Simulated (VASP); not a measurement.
# I (P-3m1) in VASP: single point with LDA

Aim: the single point of I with LDA.

All numbers are computed with VASP 6.6.1; they aren't measurements. Logs are shortened: lines on timing, memory, paths and dates and some standing lists are left out, and cuts for length are marked.

## (1) The cell of the first run

The structure is trigonal, space group P-3m1 (No. 164). The conventional cell has a = 4.341 Å, b = 4.341 Å, c = 11.072 Å, α = 90.00°, β = 90.00°, γ = 120.00°. Within 5.7 Å of I (site symmetry 3m) lie 9 I at 4.34 to 4.37 Å.

## (2) Single point, LDA

INCAR reads:

```
SYSTEM = I
ALGO     = Normal         ! electronic algorithm
EDIFF    = 1E-6           ! SCF threshold, eV
ENCUT    = 520            ! plane-wave cutoff, eV
ISIF     = 2              ! what is computed and relaxed
ISMEAR   = -1             ! smearing method
LASPH    = .True.         ! aspherical terms in the spheres
LCHARG   = .False.        ! write CHGCAR
LREAL    = .False.        ! projectors in reciprocal space
LWAVE    = .False.        ! write WAVECAR
NBANDS   = 14             ! bands
NELM     = 60             ! most SCF steps
PREC     = Accurate       ! precision mode
SIGMA    = 0.1            ! smearing width, eV
```

KPOINTS reads:

```
k-points
0
Gamma
  6 6 2
  0 0 0
```

POSCAR reads:

```
I
1.0
    4.3405848100      0.0000000000      0.0000000000
   -2.1702924000      3.7590567100      0.0000000000
    0.0000000000      0.0000000000     11.0718334200
I
2
Direct
    0.6666666667      0.3333333333      0.6616501300
    0.3333333333      0.6666666667      0.3383498700
```

Potentials or basis: VASP PAW LDA potentials, release 64 (I).

On the command line:

```sh
$ cat potpaw_LDA.64/I/POTCAR > POTCAR
$ mpirun -np 1 vasp_std > vasp.out
```

OUTCAR:

```text
SYSTEM = I
   EDIFF = 1E-6
   ENCUT = 520
   ISIF = 2
   ISMEAR = -1
   LASPH = .True.
   LREAL = .False.
   NELM = 60
   PREC = Accurate

 ion  position               nearest neighbor table
   1  0.667  0.333  0.662-
   2  0.333  0.667  0.338-

  LATTYP: Found a hexagonal cell.
 ALAT       =     4.3405848100
 C/A-ratio  =     2.5507699779

  Lattice vectors:

 A1 = (   4.3405848100,   0.0000000000,   0.0000000000)
 A2 = (  -2.1702924000,   3.7590567100,   0.0000000000)
 A3 = (   0.0000000000,   0.0000000000,  11.0718334200)

Analysis of symmetry for initial positions (statically):
=====================================================================
 Subroutine PRICEL returns:
 Original cell was already a primitive cell.

 Routine SETGRP: Setting up the symmetry group for a
 hexagonal supercell.

 Subroutine GETGRP returns: Found 12 space group operations
 (whereof 12 operations were pure point group operations)
 out of a pool of 24 trial point group operations.

The static configuration has the point symmetry D_3d.

Analysis of symmetry for dynamics (positions and initial velocities):
=====================================================================
 Subroutine PRICEL returns:
 Original cell was already a primitive cell.

 Routine SETGRP: Setting up the symmetry group for a
 hexagonal supercell.

 Subroutine GETGRP returns: Found 12 space group operations
 (whereof 12 operations were pure point group operations)
 out of a pool of 24 trial point group operations.

The dynamic configuration has the point symmetry D_3d.

 Subroutine INISYM returns: Found 12 space group operations
 (whereof 12 operations are pure point group operations),
 and found     1 'primitive' translations

----------------------------------------------------------------------------------------

                                     Primitive cell

  volume of cell :     180.6536

  direct lattice vectors                    reciprocal lattice vectors
     4.340584810  0.000000000  0.000000000     0.230383703  0.133012093  0.000000000
    -2.170292400  3.759056710  0.000000000     0.000000000  0.266024186  0.000000000
     0.000000000  0.000000000 11.071833420     0.000000000  0.000000000  0.090319278

  length of vectors
     4.340584810  4.340584805 11.071833420     0.266024185  0.266024186  0.090319278

  position of ions in fractional coordinates (direct lattice)
     0.666666667  0.333333333  0.661650130
     0.333333333  0.666666667  0.338349870

  ion indices of the primitive-cell ions
[... 73 lines left out ...]
   TEBEG  =    0.0;   TEEND  =   0.0 temperature during run
   PSTRESS=    0.0 pullay stress
   NELECT =      14.0000    total number of electrons
   NUPDOWN=      -1.0000    fix difference up-down
   EMIN   =  10.00;   EMAX   =-10.00  energy-range for DOS
   EFERMI =   0.00;   METHOD = LEGACY
   ISMEAR =    -1;   SIGMA  =   0.10  broadening in eV -4-tet -1-fermi 0-gaus
   EFERMI_NEDOS =   21; number of points for ismear=-14 and -15
   IALGO  =     38    algorithm
   IMIX   =      4    mixing-type and parameters
     AMIX     =   0.40;   BMIX     =  1.00
     AMIX_MAG =   1.60;   BMIX_MAG =  1.00
  volume/ion in A,a.u.               =      90.33       609.56
  Fermi-wavevector in a.u.,A,eV,Ry     =   0.697968  1.318968  6.628198  0.487159
  Thomas-Fermi vector in A             =   1.781441
   LORBIT       =      0    0 simple, 1 ext, 2 COOP (PROOUT), +10 PAW based schemes
   GGA     = CA    functional components
   LHFCALC =     F    Hartree Fock is set to
   AEXX    =    0.0000 exact exchange contribution
   IVDW    =     0    specifies the selected vdW correction
   LEPSILON=     F    determine dielectric tensor
   LRPA    =     F    only Hartree local field effects (RPA)
 non-spin polarized calculation
  energy-cutoff  :      520.00
  volume of cell :      180.65
 maximum number of plane-waves:      4894
   NGX = 17   NGY = 17   NGZ = 41

 number of electron      14.0000001 magnetization

 Free energy of the ion-electron system (eV)
  ---------------------------------------------------
  ext. energy  EPLUGINS =         0.00000000
  ---------------------------------------------------
  free energy    TOTEN  =        -1.75046592 eV

  energy without entropy =       -1.47427881  energy(sigma->0) =       -1.61237237

 E-fermi :  -2.9048     XC(G=0):  -5.3308

 val. band max:       -2.9110332771   @ k =   0.5000   0.0000   0.0000
 cond. band min:      -2.9029615108   @ k =   0.1667   0.1667   0.5000
 fundamental gap:      0.0080717663
 Fermi energy:        -2.9048202912

 k-point     1 :       0.0000    0.0000    0.0000
  band No.  band energies     occupation
      1     -14.1127      2.00000
      2     -13.9429      2.00000
      3      -4.2250      2.00000
      4      -3.1242      1.79940
      5      -2.6872      0.20389
      6      -2.6872      0.20389
      7      -2.5597      0.06147
      8      -2.5597      0.06147
      9       2.3130      0.00000
     10       3.5726      0.00000
     11       4.1508      0.00000
     12       5.2545      0.00000
     13       6.6145      0.00000
     14       6.6652      0.00000
[... 207 lines left out ...]
      1     -13.7491      2.00000
      2     -13.7491      2.00000
      3      -4.1186      1.99999
      4      -4.0626      1.99998
      5      -4.0626      1.99998
      6      -3.7668      1.99964
      7      -3.1251      1.80094
      8      -3.1251      1.80094
      9       4.4337      0.00000
     10       4.9139      0.00000
     11       4.9139      0.00000
     12       5.4307      0.00000
     13       6.0748      0.00000
     14       6.1533      0.00000

------------------------ aborting loop because EDIFF is reached ----------------------------------------

  FORCE on cell =-STRESS in cart. coord.  units (eV):
  Direction    XX          YY          ZZ          XY          YZ          ZX
  --------------------------------------------------------------------------------------
  -------------------------------------------------------------------------------------
  Total       -2.9947999     -2.9947999     -1.1830916     -0.0000000      0.0000000      0.0000000
  in kB      -26.5602233    -26.5602233    -10.4925800     -0.0000000      0.0000000      0.0000000
  external PRESSURE =     -21.2043422 kB  Pullay stress =       0.0000000 kB

 VOLUME and BASIS-vectors are now :
 -----------------------------------------------------------------------------
  energy-cutoff  :      520.00
  volume of cell :      180.65
      direct lattice vectors                 reciprocal lattice vectors
     4.340584810  0.000000000  0.000000000     0.230383703  0.133012093  0.000000000
    -2.170292400  3.759056710  0.000000000     0.000000000  0.266024186  0.000000000
     0.000000000  0.000000000 11.071833420     0.000000000  0.000000000  0.090319278

 POSITION                                       TOTAL-FORCE (eV/Angst)
 -----------------------------------------------------------------------------------
      2.17029      1.25302      7.32568         0.000000      0.000000     -0.328738
      0.00000      2.50604      3.74615        -0.000000     -0.000000      0.328738
 -----------------------------------------------------------------------------------
    total drift:                                0.000000     -0.000000     -0.000000

  FREE ENERGIE OF THE ION-ELECTRON SYSTEM (eV)
  ---------------------------------------------------
  free  energy   TOTEN  =        -1.7504659237 eV

  energy  without entropy=       -1.4742788075  energy(sigma->0) =       -1.61237237
```

OSZICAR:

```text
N       E                     dE             d eps       ncg     rms          rms(c)
DAV:   1     0.797610199181E+02    0.79761E+02   -0.43740E+03   392   0.717E+02
DAV:   2     0.586173998392E+01   -0.73899E+02   -0.70974E+02   580   0.115E+02
DAV:   3    -0.157401118732E+01   -0.74358E+01   -0.72984E+01   512   0.426E+01
DAV:   4    -0.177362616534E+01   -0.19961E+00   -0.19923E+00   548   0.855E+00
DAV:   5    -0.177775159012E+01   -0.41254E-02   -0.41252E-02   556   0.137E+00    0.119E+00
DAV:   6    -0.175367944604E+01    0.24072E-01   -0.38438E-02   488   0.730E-01    0.665E-01
DAV:   7    -0.175038428768E+01    0.32952E-02   -0.10986E-02   494   0.440E-01    0.355E-01
DAV:   8    -0.175045263386E+01   -0.68346E-04   -0.91123E-04   488   0.136E-01    0.781E-02
DAV:   9    -0.175046238489E+01   -0.97510E-05   -0.66087E-05   500   0.370E-02    0.248E-02
DAV:  10    -0.175046495582E+01   -0.25709E-05   -0.14421E-05   488   0.174E-02    0.396E-03
DAV:  11    -0.175046592366E+01   -0.96784E-06   -0.66101E-07   400   0.481E-03
   1 F= -.17504659E+01 E0= -.16123724E+01  d E =-.276187E+00
```

Run time: 49 s. Hardware: 1 thread of AMD EPYC 7R13, shared host; peak memory 0.18 GiB.

What came out:

```
Free energy            : -1.7505 eV
Pressure               : -2.1 GPa
Largest force          : 0.329 eV/Å
Band gap on the k mesh : zero (band 7 reaches -2.56 eV, above the bottom of band 8 at -3.13 eV)
```

Forces in eV/Å, atoms in the order of the input:
```
I    0.000  0.000 -0.329
I    0.000  0.000  0.329
```

Levels at points of the mesh, in eV from the Fermi level:
```
           k point  band 3  band 4  band 5  band 6  band 7  band 8  band 9  band 10  band 11  band 12
(0.00, 0.00, 0.00)   -1.32   -0.22    0.22    0.22    0.35    0.35    5.22     6.48     7.06     8.16
(0.50, 0.00, 0.00)   -1.66   -1.50   -0.49   -0.26   -0.16   -0.01    6.55     6.90     7.15     7.88
(0.00, 0.00, 0.50)   -1.31   -0.24    0.22    0.22    0.35    0.35    5.66     5.90     6.88     8.55
(0.50, 0.00, 0.50)   -1.66   -1.50   -0.49   -0.26   -0.16   -0.01    6.50     6.83     7.22     7.73
```

Caveat: spin-orbit coupling is left out, which moves the levels of the heavy elements.
